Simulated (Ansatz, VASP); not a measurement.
**WSe2: VASP beside Ansatz**

INCAR

```
SYSTEM = WSe2
PREC = Accurate
ENCUT = 520
EDIFF = 1E-6
ISMEAR = -1
SIGMA = 0.02
LREAL = .FALSE.
LASPH = .TRUE.
NELM = 80
ALGO = Normal
ISIF = 2
LWAVE = .FALSE.
LCHARG = .TRUE.
GGA = PE
LELF = .TRUE.
LVHAR = .TRUE.
NBANDS = 35
```

KPOINTS

```
regular mesh
0
G
  12 12 2
  0 0 0
```

POSCAR

```
WSe2
1.0
    3.4505356927      0.0000000000      0.0000000000
   -1.7252678463      2.8576566573      0.0000000000
    0.0000000000      0.0000000000     13.1496972339
W Se
2 4
Direct
    0.6648085522      0.3296171043      0.2499284415
    0.3351914478      0.6703828957      0.7500715585
    0.3285946938      0.6571893876      0.3746470901
    0.6714052559      0.3428105118      0.8747903082
    0.3285947441      0.6571894882      0.1252096918
    0.6714053062      0.3428106124      0.6253529099
```

Input for Ansatz:

```yaml
crystal:
  lattice:
    - [3.4505356927, 0.0, 0.0]
    - [-1.7252678463, 2.8576566573, 0.0]
    - [0.0, 0.0, 13.1496972339]
  atoms:
    - { symbol: W, position: [0.6648085522, 0.3296171043, 0.2499284415] }
    - { symbol: W, position: [0.3351914478, 0.6703828957, 0.7500715585] }
    - { symbol: Se, position: [0.3285946938, 0.6571893876, 0.3746470901] }
    - { symbol: Se, position: [0.6714052559, 0.3428105118, 0.8747903082] }
    - { symbol: Se, position: [0.3285947441, 0.6571894882, 0.1252096918] }
    - { symbol: Se, position: [0.6714053062, 0.3428106124, 0.6253529099] }
kpoints:
  mp_grid: { grid: [12, 12, 2] }
  band_path:
    path:
      - [0.0, 0.0, 0.0]
      - [0.5, 0.0, 0.0]
      - [0.3333333333, 0.3333333333, 0.0]
      - [0.0, 0.0, 0.5]
      - [0.5, 0.0, 0.5]
      - [0.3333333333, 0.3333333333, 0.5]
      - [0.354167, 0.322917, 0.0]
    npoints: 1
hamiltonian:
  xc: pbe
scf:
  occupations: { method: fermi_dirac, width: 0.02 }
  n_extra_bands: 5
output:
  forces: true
  stress: true
  eigenvalues: true
```

Change from the starting cell: uniaxial_x strain +4.6%.

Alike in both runs: task single point; functional PBE; k mesh 12 × 12 × 2; occupations fermi-dirac, width 0.02 eV; no spin polarisation.

```csv
,VASP,Ansatz
version,VASP 6.6.1,Ansatz 0.2.0
potentials or method,"VASP PAW PBE potentials, release 64 (W_sv, Se)","plane waves, PAW"
plane-wave cutoff (eV),520,420
valence electrons in the cell,52,92
```

Ansatz gave:

```
gap on the k mesh at the Fermi level (eV)                     : 0.88
pressure (GPa)                                                : -0.1
traceless stress, the component that is largest in VASP (GPa) : -4.56
rms of the force components (eV/Å)                            : 0.117
```

Task: What did VASP give for the same quantities?

Result: gap on the k mesh at the Fermi level (eV): 0.87; pressure (GPa): 0.2; traceless stress, the component that is largest in VASP (GPa): -4.59; rms of the force components (eV/Å): 0.138.

Atom by atom the forces differ by 0.021 eV/Å (rms over components). The functional is the same, so the differences come from potentials, cutoffs and numerics. VASP's potentials hold 52 valence electrons a cell and Ansatz's 92, so a difference there can come from the potentials and not from the codes.

Neither program's run includes spin-orbit coupling.
